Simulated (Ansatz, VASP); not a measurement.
**One calculation of Ga, two programs**

```xyz
4
Lattice="2.9330 0.0000 0.0000 -1.4665 2.5400 0.0000 0.0000 0.0000 9.5310" Properties=species:S:1:pos:R:3 pbc="T T T"
Ga    0.0000    0.0000    9.5310
Ga    1.4665    2.5400    4.7655
Ga    0.0000    1.6934    2.3828
Ga    1.4665    0.8467    7.1483
```

Alike in both runs: functional PBEsol; k mesh 12 × 12 × 4; occupations fermi-dirac, width 0.1 eV; no spin polarisation.

Ansatz relaxed the structure, and its values are those at the end. VASP's run is a single point on that final structure, the one shown.

|  | VASP | Ansatz |
| --- | --- | --- |
| version | VASP 6.6.1 | Ansatz 0.2.0 |
| potentials or method | VASP PAW PBE potentials, release 64 (Ga_d), cutoff 520 eV | plane waves (420 eV) with PAW, scalar-relativistic |
| valence electrons in the cell | 52 | 52 |

```csv
,VASP,Ansatz,Ansatz less VASP
pressure (GPa),0.0,0.0,+0.01
```

VASP's potentials were made for PBE, not for PBEsol, and Ansatz warns of the same on its side.
